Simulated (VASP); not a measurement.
Runs of VASP 6.6.1 on Ir. The structure is that of space group I4/mmm (No. 139), or close to it. The cells are those of the table. 

```tsv
cell	gap on the mesh (eV)	pressure (GPa)
a = 2.673, b = 2.673, c = 3.200 Å, angles 53.2, 53.2, 73.5°, 1 atom	none	-6.4
a = 2.673, b = 2.673, c = 2.962 Å, angles 56.4, 56.4, 67.3°, 1 atom	none	-7.9
a = 2.688, b = 2.688, c = 2.887 Å, angles 57.5, 57.5, 65.0°, 1 atom	none	-11.9
a = 2.688, b = 2.688, c = 2.789 Å, angles 58.7, 58.7, 62.5°, 1 atom	none	-6.2
a = 2.650, b = 2.650, c = 2.937 Å, angles 56.4, 56.4, 67.3°, 1 atom	none	(a)
a = 2.830, b = 2.830, c = 2.604 Å, angles 62.6, 62.6, 54.8°, 1 atom	none	(b)
```

Alike in all rows: task single point; level LDA; potentials or basis VASP PAW LDA potentials, release 64 (Ir); no spin polarisation; k mesh 22 × 22 × 22; cutoff (eV) 520; smearing gaussian 0.15 eV.

Problem. Estimate the missing entries.

Solution. (a) 1.2; (b) -10.4.

Caveats: spin-orbit coupling is left out, which moves the levels of the heavy elements; the cell stands under tension (at least some runs).

A k mesh can miss the band edges, and the runs leave out spin-orbit coupling on Ir.

A gap of «none» marks levels without a gap at the run's occupations.
